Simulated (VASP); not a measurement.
# La3Tl (P4/mmm) in VASP: further runs

La3Tl is run at these levels: LDA; tasks: single point.

Program: VASP 6.6.1. These are calculated values, not measurements. Logs are shortened: lines on timing, memory, paths and dates and some standing lists are left out, and cuts for length are marked.

**1. The cell of the first run**

The structure is tetragonal, space group P4/mmm (No. 123). The conventional cell has a = 5.060 Å, b = 5.060 Å, c = 4.959 Å, α = 90.00°, β = 90.00°, γ = 90.00°. La (site symmetry mmm) has 8 La at 3.54 to 3.58 Å and 4 Tl at 3.54 Å within 4.7 Å. La (site symmetry 4/mmm) has 8 La at 3.54 Å and 4 Tl at 3.58 Å within 4.7 Å. Within 4.7 Å of Tl (site symmetry 4/mmm) lie 12 La at 3.54 to 3.58 Å.

**2. Single point, LDA (zz strain of -2 %)**

Input file INCAR:

```
  ALGO = Normal
  EDIFF = 1E-6
  ENCUT = 520
  ISIF = 2
  ISMEAR = -1
  LASPH = True
  LCHARG = True
  LELF = True
  LREAL = False
  LVHAR = True
  LWAVE = False
  NBANDS = 31
  NELM = 100
  PREC = Accurate
  SIGMA = 0.08
```

Input file KPOINTS:

```
k-points
0
Gamma
  8 8 8
```

Input file POSCAR:

```
La3Tl
1.0
    5.0600000000      0.0000000000      0.0000000000
    0.0000000000      5.0600000000      0.0000000000
    0.0000000000      0.0000000000      4.9588000000
La Tl
3 1
Direct
    0.0000000000      0.5000000000      0.5000000000
    0.5000000000      0.0000000000      0.5000000000
    0.5000000000      0.5000000000      0.0000000000
    0.0000000000      0.0000000000      0.0000000000
```

Potentials or basis: VASP PAW LDA potentials, release 64 (La, Tl_d).

Started as:

```bash
$ cat potpaw_LDA.64/La/POTCAR potpaw_LDA.64/Tl_d/POTCAR > POTCAR
$ mpirun -np 1 vasp_std > vasp.out
```

OUTCAR:

```text
EDIFF = 1E-6
   ENCUT = 520
   ISIF = 2
   ISMEAR = -1
   LASPH = True
   LREAL = False
   NELM = 100
   PREC = Accurate

 ion  position               nearest neighbor table
   1  0.000  0.500  0.500-   3 3.54   4 3.54   3 3.54   4 3.54   4 3.54   4 3.54   3 3.54   3 3.54
                             2 3.58   2 3.58   2 3.58   2 3.58
   2  0.500  0.000  0.500-   3 3.54   4 3.54   3 3.54   4 3.54   3 3.54   3 3.54   4 3.54   4 3.54
                             1 3.58   1 3.58   1 3.58   1 3.58
   3  0.500  0.500  0.000-   1 3.54   2 3.54   1 3.54   2 3.54   2 3.54   2 3.54   1 3.54   1 3.54
                             4 3.58   4 3.58   4 3.58   4 3.58
   4  0.000  0.000  0.000-   1 3.54   2 3.54   1 3.54   2 3.54   1 3.54   1 3.54   2 3.54   2 3.54
                             3 3.58   3 3.58   3 3.58   3 3.58

  LATTYP: Found a simple tetragonal cell.
 ALAT       =     5.0600000000
 C/A-ratio  =     0.9800000000

  Lattice vectors:

 A1 = (   5.0600000000,   0.0000000000,   0.0000000000)
 A2 = (   0.0000000000,   5.0600000000,   0.0000000000)
 A3 = (   0.0000000000,   0.0000000000,   4.9588000000)

Analysis of symmetry for initial positions (statically):
=====================================================================
 Subroutine PRICEL returns:
 Original cell was already a primitive cell.

 Routine SETGRP: Setting up the symmetry group for a
 simple tetragonal supercell.

 Subroutine GETGRP returns: Found 16 space group operations
 (whereof 16 operations were pure point group operations)
 out of a pool of 16 trial point group operations.

The static configuration has the point symmetry D_4h.

Analysis of symmetry for dynamics (positions and initial velocities):
=====================================================================
 Subroutine PRICEL returns:
 Original cell was already a primitive cell.

 Routine SETGRP: Setting up the symmetry group for a
 simple tetragonal supercell.

 Subroutine GETGRP returns: Found 16 space group operations
 (whereof 16 operations were pure point group operations)
 out of a pool of 16 trial point group operations.

The dynamic configuration has the point symmetry D_4h.

 Subroutine INISYM returns: Found 16 space group operations
 (whereof 16 operations are pure point group operations),
 and found     1 'primitive' translations

----------------------------------------------------------------------------------------

                                     Primitive cell

  volume of cell :     126.9631

  direct lattice vectors                    reciprocal lattice vectors
     5.060000000  0.000000000  0.000000000     0.197628458  0.000000000  0.000000000
     0.000000000  5.060000000  0.000000000     0.000000000  0.197628458  0.000000000
     0.000000000  0.000000000  4.958800000     0.000000000  0.000000000  0.201661692

  length of vectors
     5.060000000  5.060000000  4.958800000     0.197628458  0.197628458  0.201661692

  position of ions in fractional coordinates (direct lattice)
     0.000000000  0.500000000  0.500000000
     0.500000000  0.000000000  0.500000000
     0.500000000  0.500000000  0.000000000
     0.000000000  0.000000000  0.000000000

  ion indices of the primitive-cell ions
   primitive index   ion index
                 1           1
                 2           2
                 3           3
                 4           4

----------------------------------------------------------------------------------------

 KPOINTS: k-points

Automatic generation of k-mesh.
 Grid dimensions read from file:
 generate k-points for:    8    8    8

 Generating k-lattice:

  Cartesian coordinates                     Fractional coordinates (reciprocal lattice)
     0.024703557  0.000000000  0.000000000     0.125000000  0.000000000  0.000000000
     0.000000000  0.024703557  0.000000000     0.000000000  0.125000000  0.000000000
     0.000000000  0.000000000  0.025207712     0.000000000  0.000000000  0.125000000

  Length of vectors
     0.024703557  0.024703557  0.025207712

  Shift w.r.t. Gamma in fractional coordinates (k-lattice)
     0.000000000  0.000000000  0.000000000

 Subroutine IBZKPT returns following result:
 ===========================================

 Found     75 irreducible k-points:

 Following reciprocal coordinates:
            Coordinates               Weight
  0.000000  0.000000  0.000000      1.000000
  0.125000  0.000000  0.000000      4.000000
  0.250000  0.000000  0.000000      4.000000
  0.375000  0.000000  0.000000      4.000000
  0.500000  0.000000  0.000000      2.000000
  0.125000  0.125000  0.000000      4.000000
[... 16 lines left out ...]
  0.375000  0.125000  0.125000     16.000000
  0.500000  0.125000  0.125000      8.000000
 [... further k-points ...]
   k-points           NKPTS =     75   k-points in BZ     NKDIM =     75   number of bands    NBANDS=     31
   number of dos      NEDOS =    301   number of ions     NIONS =      4
   total plane-waves  NPLWV =  64000
   dimension x,y,z NGX =    40 NGY =   40 NGZ =   40
   dimension x,y,z NGXF=    80 NGYF=   80 NGZF=   80
   ions per type =               3   1
   NGX,Y,Z   is equivalent  to a cutoff of  13.14, 13.14, 13.41 a.u.
   NGXF,Y,Z  is equivalent  to a cutoff of  26.28, 26.28, 26.82 a.u.
 SYSTEM =  unknown system
   PREC   = accura    normal or accurate (medium, high low for compatibility)
   ISTART =      0    job   : 0-new  1-cont  2-samecut
   ICHARG =      2    charge: 1-file 2-atom 10-const
   ISPIN  =      1    spin polarized calculation?
   LNONCOLLINEAR =      F non collinear calculations
   LSORBIT =      F    spin-orbit coupling
   LASPH  =      T    aspherical Exc in radial PAW
   ENCUT  =  520.0 eV  38.22 Ry    6.18 a.u.   9.41  9.41  9.22*2*pi/ulx,y,z
   NELM   =    100;   NELMIN=  2; NELMDL= -5     # of ELM steps
   EDIFF  = 0.1E-05   stopping-criterion for ELM
   LREAL  =      F    real-space projection
   EDIFFG = 0.1E-04   stopping-criterion for IOM
   NSW    =      0    number of steps for IOM
   IBRION =     -1    ionic relax: 0-MD 1-quasi-New 2-CG
   NFREE  =      0    steps in history (QN), initial steepest desc. (CG)
   ISIF   =      2    stress and relaxation
   ISYM   =      2    0-nonsym 1-usesym 2-fastsym
   POTIM  = 0.5000    time-step for ionic-motion
   TEBEG  =    0.0;   TEEND  =   0.0 temperature during run
   PSTRESS=    0.0 pullay stress
   NELECT =      46.0000    total number of electrons
   NUPDOWN=      -1.0000    fix difference up-down
   EMIN   =  10.00;   EMAX   =-10.00  energy-range for DOS
   EFERMI =   0.00;   METHOD = LEGACY
   ISMEAR =    -1;   SIGMA  =   0.08  broadening in eV -4-tet -1-fermi 0-gaus
   EFERMI_NEDOS =   21; number of points for ismear=-14 and -15
   IALGO  =     38    algorithm
   IMIX   =      4    mixing-type and parameters
     AMIX     =   0.40;   BMIX     =  1.00
     AMIX_MAG =   1.60;   BMIX_MAG =  1.00
  volume/ion in A,a.u.               =      31.74       214.20
  Fermi-wavevector in a.u.,A,eV,Ry     =   1.167083  2.205466 18.532246  1.362082
  Thomas-Fermi vector in A             =   2.303587
   LORBIT       =      0    0 simple, 1 ext, 2 COOP (PROOUT), +10 PAW based schemes
   GGA     = CA    functional components
   LHFCALC =     F    Hartree Fock is set to
   AEXX    =    0.0000 exact exchange contribution
   IVDW    =     0    specifies the selected vdW correction
   LEPSILON=     F    determine dielectric tensor
   LRPA    =     F    only Hartree local field effects (RPA)
 non-spin polarized calculation
  energy-cutoff  :      520.00
  volume of cell :      126.96
 maximum number of plane-waves:      3450
 NGX is ok and might be reduce to    40
   NGX = 19   NGY = 19   NGZ = 19

 number of electron      46.0000000 magnetization

 Free energy of the ion-electron system (eV)
  ---------------------------------------------------
  ext. energy  EPLUGINS =         0.00000000
  ---------------------------------------------------
  free energy    TOTEN  =       -20.87633966 eV

  energy without entropy =      -20.75582287  energy(sigma->0) =      -20.81608126

 E-fermi :   8.2888     XC(G=0): -10.3334

 val. band max:        8.2833846667   @ k =   0.5000   0.3750   0.0000
 cond. band min:       8.2974031713   @ k =   0.5000   0.3750   0.5000
 fundamental gap:      0.0140185046
 Fermi energy:         8.2888322183

 k-point     1 :       0.0000    0.0000    0.0000
  band No.  band energies     occupation
      1     -24.4406      2.00000
      2     -24.0893      2.00000
      3     -24.0760      2.00000
      4      -8.7749      2.00000
      5      -8.7749      2.00000
      6      -8.7610      2.00000
[... 23 lines left out ...]
     30      10.0006      0.00000
     31      10.0408      0.00000

 k-point     2 :       0.1250    0.0000    0.0000
  band No.  band energies     occupation
      1     -24.4292      2.00000
      2     -24.0994      2.00000
      3     -24.0777      2.00000
      4      -8.7495      2.00000
      5      -8.7340      2.00000
      6      -8.7336      2.00000
[... 23 lines left out ...]
     30       9.9917      0.00000
     31      10.0473      0.00000

 k-point     3 :       0.2500    0.0000    0.0000
  band No.  band energies     occupation
      1     -24.3974      2.00000
      2     -24.1316      2.00000
      3     -24.0783      2.00000
      4      -8.6810      2.00000
      5      -8.6607      2.00000
      6      -8.6125      2.00000
[... 23 lines left out ...]
     30       9.9967      0.00000
     31      10.0444      0.00000

 k-point     4 :       0.3750    0.0000    0.0000
  band No.  band energies     occupation
      1     -24.3544      2.00000
      2     -24.1758      2.00000
      3     -24.0781      2.00000
      4      -8.5969      2.00000
      5      -8.5691      2.00000
      6      -8.4215      2.00000
[... 635 lines left out ...]
     30       9.9154      0.00000
     31       9.9699      0.00000

 k-point    23 :       0.3750    0.1250    0.1250
  band No.  band energies     occupation
      1     -24.3355      2.00000
      2     -24.1758      2.00000
      3     -24.0964      2.00000
      4      -8.7285      2.00000
      5      -8.4522      2.00000
      6      -8.3629      2.00000
[... 23 lines left out ...]
     30       9.8118      0.00000
     31      10.0053      0.00000

 k-point    24 :       0.5000    0.1250    0.1250
  band No.  band energies     occupation
      1     -24.3099      2.00000
      2     -24.2017      2.00000
      3     -24.0962      2.00000
      4      -8.6716      2.00000
      5      -8.3833      2.00000
      6      -8.3740      2.00000
[... 23 lines left out ...]
     30       9.8797      0.00000
     31       9.9059      0.00000

 [... further k-points ...]

------------------------ aborting loop because EDIFF is reached ----------------------------------------

  FORCE on cell =-STRESS in cart. coord.  units (eV):
  Direction    XX          YY          ZZ          XY          YZ          ZX
  --------------------------------------------------------------------------------------
  -------------------------------------------------------------------------------------
  Total       -2.4754165     -2.4754165     -2.0554497      0.0000000      0.0000000      0.0000000
  in kB      -31.2378569    -31.2378569    -25.9381982      0.0000000      0.0000000      0.0000000
  external PRESSURE =     -29.4713040 kB  Pullay stress =       0.0000000 kB

 VOLUME and BASIS-vectors are now :
 -----------------------------------------------------------------------------
  energy-cutoff  :      520.00
  volume of cell :      126.96
      direct lattice vectors                 reciprocal lattice vectors
     5.060000000  0.000000000  0.000000000     0.197628458  0.000000000  0.000000000
     0.000000000  5.060000000  0.000000000     0.000000000  0.197628458  0.000000000
     0.000000000  0.000000000  4.958800000     0.000000000  0.000000000  0.201661692

 POSITION                                       TOTAL-FORCE (eV/Angst)
 -----------------------------------------------------------------------------------
      0.00000      2.53000      2.47940         0.000000      0.000000      0.000000
      2.53000      0.00000      2.47940         0.000000      0.000000      0.000000
      2.53000      2.53000      0.00000         0.000000      0.000000      0.000000
      0.00000      0.00000      0.00000         0.000000      0.000000      0.000000
 -----------------------------------------------------------------------------------
    total drift:                                0.000000     -0.000000     -0.000000

  FREE ENERGIE OF THE ION-ELECTRON SYSTEM (eV)
  ---------------------------------------------------
  free  energy   TOTEN  =       -20.8763396551 eV

  energy  without entropy=      -20.7558228655  energy(sigma->0) =      -20.81608126
```

Wall time 2.6 min (1 thread of Intel Xeon 6975P-C (Granite Rapids), shared host); peak memory 0.41 GiB.

Results:

* Free energy: -20.8763 eV
* Pressure: -2.9 GPa
* Band gap on the k mesh: zero (bands 23 and 24 overlap by 1.07 eV)

Stress tensor (GPa, compression positive):
```
-3.12  0.00  0.00
 0.00 -3.12  0.00
 0.00  0.00 -2.59
```

Caveat: the cell differs from its parent crystal (zz strain of -2 %); spin-orbit coupling is left out, which moves the levels of the heavy elements.

**3. Single point, LDA (zz strain of -1 %)**

Input file INCAR:

```
PREC = Accurate
ENCUT = 520
EDIFF = 1E-6
ISMEAR = -1
SIGMA = 0.08
LREAL = False
LASPH = True
NELM = 60
ALGO = Normal
ISIF = 2
LWAVE = False
LCHARG = True
GGA = CA
LELF = True
LVHAR = True
NBANDS = 31
```

Input file KPOINTS:

```
regular mesh
0
Gamma
  8 8 8
```

Changes to POSCAR since step 2:

```diff
@@ -4,3 +4,3 @@
     0.0000000000      5.0600000000      0.0000000000
-    0.0000000000      0.0000000000      4.9588000000
+    0.0000000000      0.0000000000      5.0094000000
 La Tl
```

Potentials or basis: VASP PAW LDA potentials, release 64 (La, Tl_d).

Started as:

```bash
$ cat potpaw_LDA.64/La/POTCAR potpaw_LDA.64/Tl_d/POTCAR > POTCAR
$ mpirun -np 1 vasp_std > vasp.out
```

Wall time 3.1 min (1 thread of Intel Xeon 6975P-C (Granite Rapids), shared host); peak memory 0.4 GiB.

It converged, with:

- Free energy: -20.8534 eV
- Pressure: -3.3 GPa
- Band gap on the k mesh: zero (bands 23 and 24 overlap by 1.07 eV)

Stress tensor (GPa, compression positive):
```
-3.39  0.00  0.00
 0.00 -3.39  0.00
 0.00  0.00 -3.13
```

Levels at points of the mesh, in eV from the Fermi level:
| k point | band 21 | band 22 | band 23 | band 24 | band 25 | band 26 |
| --- | --- | --- | --- | --- | --- | --- |
| (0.00, 0.00, 0.00) | -0.82 | -0.82 | -0.80 | -0.75 | 0.78 | 0.78 |
| (0.50, 0.00, 0.00) | -0.76 | -0.70 | -0.62 | 0.70 | 1.03 | 1.08 |
| (0.50, 0.50, 0.00) | -1.37 | -0.08 | -0.08 | 0.25 | 0.67 | 1.01 |
| (0.00, 0.00, 0.50) | -0.76 | -0.76 | -0.61 | 0.71 | 1.05 | 1.06 |
| (0.50, 0.00, 0.50) | -1.33 | -0.09 | -0.06 | 0.28 | 0.63 | 1.00 |
| (0.50, 0.50, 0.50) | -1.03 | 0.31 | 0.31 | 0.31 | 1.15 | 1.29 |

Caveat: the cell differs from its parent crystal (zz strain of -1 %); the cell stands under tension; spin-orbit coupling is left out, which moves the levels of the heavy elements.
